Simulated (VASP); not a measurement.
Write the native input for VASP 6.6.1 that does the following.

| Item | Value |
| --- | --- |
| Task | single point |
| Functional | PBE-based global hybrid with 50 % exact exchange |
| Potentials or basis | VASP PAW PBE potentials, release 64 (Be, Te) |
| Cutoff | 520 eV |
| k mesh | 4 × 4 × 4 |
| Occupations | gaussian, width 0.01 eV |
| Spin | no spin polarisation |
| Dipole correction | no |
| Grid for exact exchange (PRECFOCK) | Normal |
| Share of exact exchange | 0.5 |
| Further INCAR settings | ALGO = Normal; EDIFF = 1e-06; NBANDS = 11 |

BeTe:

```xyz
2
Lattice="0.0000 2.8286 2.8286 2.8286 0.0000 2.8286 2.8286 2.8286 0.0000" Properties=species:S:1:pos:R:3 pbc="T T T"
Be    0.0000    0.0000    0.0000
Te    1.4143    1.4143    1.4143
```

These files were run (other wordings do the same):

POSCAR

```
BeTe
1.0
    0.0000000000      2.8286228760      2.8286228760
    2.8286228760      0.0000000000      2.8286228760
    2.8286228760      2.8286228760      0.0000000000
Be Te
1 1
Direct
    0.0000000000      0.0000000000      0.0000000000
    0.2500000000      0.2500000000      0.2500000000
```

INCAR.step1

```
PREC     = Accurate       # precision mode
ENCUT    = 520            # plane-wave cutoff, eV
EDIFF    = 1E-5           # SCF threshold, eV
ISMEAR   = 0              # smearing method
SIGMA    = 0.01           # smearing width, eV
LREAL    = False          # projectors in reciprocal space
LASPH    = True           # aspherical terms in the spheres
NELM     = 80             # most SCF steps
ALGO     = Normal         # electronic algorithm
ISIF     = 2              # what is computed and relaxed
LWAVE    = True           # write WAVECAR
LCHARG   = False          # write CHGCAR
NBANDS   = 11             # bands
GGA      = PE             # functional
```

INCAR.step2

```
PREC     = Accurate       # precision mode
ENCUT    = 520            # plane-wave cutoff, eV
EDIFF    = 1E-6           # SCF threshold, eV
ISMEAR   = 0              # smearing method
SIGMA    = 0.01           # smearing width, eV
LREAL    = False          # projectors in reciprocal space
LASPH    = True           # aspherical terms in the spheres
NELM     = 80             # most SCF steps
ALGO     = Normal         # electronic algorithm
ISIF     = 2              # what is computed and relaxed
LWAVE    = False          # write WAVECAR
LCHARG   = False          # write CHGCAR
GGA      = PE             # functional
LHFCALC  = True           # exact exchange
AEXX     = 0.5            # exact-exchange fraction
PRECFOCK = Normal       
NBANDS   = 11             # bands
ISTART   = 1
```

KPOINTS

```
regular mesh
0
Gamma
  4 4 4
```

Potentials or basis: VASP PAW PBE potentials, release 64 (Be, Te).

The run is started by

```bash
$ cat potpaw_PBE.64/Be/POTCAR potpaw_PBE.64/Te/POTCAR > POTCAR
$ cp INCAR.step1 INCAR
$ mpirun -np 1 vasp_std > vasp.out
$ cp INCAR.step2 INCAR
$ mpirun -np 1 vasp_std > vasp.out
```

It gave:

```json
{"Pressure": "-2.2 GPa", "Band gap on the k mesh": "4.87 eV (least direct gap 6.75 eV)"}
```

Caveat: the k points lie up to 0.48 Å⁻¹ apart; the PAW data sets were made with another functional, which shifts forces and pressure a little; spin-orbit coupling is left out, which moves the levels of the heavy elements.

It took 4.3 min on 1 thread of AMD EPYC 7R13, on a shared host, peak memory 0.15 GiB.
